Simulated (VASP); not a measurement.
Crystal: Mg3O2.

```xyz
5
Lattice="2.6561 1.5335 3.2942 -2.6561 1.5335 3.2942 0.0000 -3.0670 3.2942" Properties=species:S:1:pos:R:3 pbc="T T T"
Mg    0.8854    1.5335    3.2942
Mg    0.8854   -1.5335    3.2942
Mg   -1.7707    0.0000    3.2942
O     0.0000    0.0000    7.4120
O     0.0000    0.0000    2.4707
```

The cell was generated, and may not be a known phase.

| Property | Result |
| --- | --- |
| Program | VASP 6.6.1 |
| Task | relaxation of cell and atoms |
| Functional | PBE |
| Potentials or basis | VASP PAW PBE potentials, release 64 (Mg, O) |
| Cutoff | 600 eV |
| k mesh | 6 × 6 × 6 |
| Occupations | gaussian, width 0.1 eV |
| Spin | no spin polarisation |

At the start: pressure 2.9 GPa; volume 16.10 Å³/atom.

**Question.** How do energy, volume and symmetry change on relaxing?

**Answer.** Over 16 steps the energy falls by 213.7 meV/atom and the volume is 21.85 Å³/atom (+35.7 %); space group R32 (No. 155, to 0.1 Å) before and after.

The path:
| step | energy change (eV) | largest force (eV/Å) | pressure (GPa) | volume (Å³) |
| --- | --- | --- | --- | --- |
| 1 | 0.0000 | 0.6160 | 2.89 | 80.51 |
| 2 | -0.1006 | 0.9117 | -0.28 | 83.94 |
| 3 | -0.1212 | 1.0699 | -2.13 | 86.28 |
| 4 | -0.1966 | 1.0769 | -2.08 | 86.91 |
| 5 | -0.4041 | 0.9586 | -2.17 | 88.81 |
| 6 | -0.5960 | 0.9206 | -3.07 | 92.69 |
| 7 | -0.7423 | 0.7513 | -0.37 | 91.20 |
| 8 | -0.7931 | 0.5357 | 2.59 | 89.79 |
| 9 | -0.8534 | 0.3749 | 2.29 | 91.62 |
| 10 | -0.9737 | 0.1401 | 1.63 | 97.22 |
| 11 | -1.0008 | 0.5120 | 0.58 | 109.02 |
| 12 | -1.0185 | 0.3967 | 0.96 | 104.92 |
| 13 | -1.0292 | 0.1025 | -1.49 | 109.55 |
| 14 | -1.0342 | 0.1524 | -0.63 | 107.87 |
| 15 | -1.0573 | 0.0926 | -0.36 | 108.48 |
| 16 | -1.0683 | 0.0304 | 0.02 | 109.25 |

Final structure:
```
Mg O
1.0
     2.80047    1.61685    4.02135
    -2.80047    1.61685    4.02135
     0.00000   -3.23371    4.02135
Mg O
3 2
Direct
  0.67949 0.32051 0.00000
  0.32051 0.00000 0.67949
  0.00000 0.67949 0.32051
  0.67002 0.67002 0.67002
  0.32998 0.32998 0.32998
```

Caveat: the volume moved by over 15 % at a fixed basis, so the end points are rough.
